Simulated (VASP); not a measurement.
SrO: electric field gradients with PBE

The system is SrO.

```
CELL_PARAMETERS angstrom
0.00000 2.58275 2.54410
2.58275 0.00000 2.54410
2.58275 2.58275 0.00000
ATOMIC_POSITIONS crystal
Sr 0.00000 0.00000 0.00000
O 0.50000 0.50000 0.50000
```

* Program: VASP 6.6.1
* Task: electric field gradients
* Functional: PBE
* Potentials or basis: VASP PAW PBE potentials, release 64 (Sr_sv, O)
* Cutoff: 520 eV
* k mesh: 8 × 8 × 8
* Occupations: fermi-dirac, width 0.02 eV
* Spin: non-collinear spin, zero start, spin-orbit coupling
* Starting moments: [[0.0, 0.0, 0.0], [0.0, 0.0, 0.0]] μB
* Dipole correction: no
* Further INCAR settings: ALGO = Normal; EDIFF = 1e-08; NBANDS = 28

* Pressure: 3.6 GPa
* Net moment: 0.00 μB per cell
* Valence electrons inside the program's atomic spheres: Sr 8.11; O 4.98

Stress tensor (GPa, compression positive):
```
2.81 0.00 0.00
0.00 2.81 0.00
0.00 0.00 5.04
```

Moments on the atoms (μB; x, y, z):
```
Sr  0.00 0.00 0.00
O   0.00 0.00 0.00
```

Electric field gradients, principal values (V/Å²):
```csv
atom,least,middle,greatest (by size)
1 Sr,7.927,7.927,-15.854
2 O,2.617,2.618,-5.236
```

Run time: 2.4 min on 1 thread of Intel Xeon 6975P-C, with other jobs on the host, peak memory 0.29 GiB.

Caveat: without QUAD_EFG the Cq values of the log hold for a quadrupole moment of 1 mb, not for the nuclei.
